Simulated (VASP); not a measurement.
Here is a VASP 6.6.1 calculation.

Contents of INCAR:

```
SYSTEM = La
PREC     = Accurate       ! precision mode
ENCUT    = 520            ! plane-wave cutoff, eV
EDIFF    = 1E-6           ! SCF threshold, eV
ISMEAR   = -1             ! smearing method
SIGMA    = 0.06122561905347299 ! smearing width, eV
LREAL    = .False.        ! projectors in reciprocal space
LASPH    = .True.         ! aspherical terms in the spheres
NELM     = 80             ! most SCF steps
ALGO     = Normal         ! electronic algorithm
ISIF     = 2              ! what is computed and relaxed
LWAVE    = .False.        ! write WAVECAR
LCHARG   = .True.         ! write CHGCAR
GGA      = PE             ! functional
LELF     = .True.         ! ELF
LVHAR    = .True.       
NBANDS   = 12             ! bands
```

File KPOINTS:

```
Automatic mesh
0
Gamma
  18 18 18
  0 0 0
```

POSCAR

```
La
1.0
   -2.1558766609      2.1558766609      2.1558766609
    2.1558766609     -2.1558766609      2.1558766609
    2.1558766609      2.1558766609     -2.1558766609
La
1
Direct
    0.0000000000      0.0000000000      0.0000000000
```

Potentials or basis: VASP PAW PBE potentials, release 64 (La).

Command:

```bash
$ cat potpaw_PBE.64/La/POTCAR > POTCAR
$ mpirun -np 1 vasp_std > vasp.out
```

(1) Predict the pressure.

Results:

(1) -1.4 GPa.
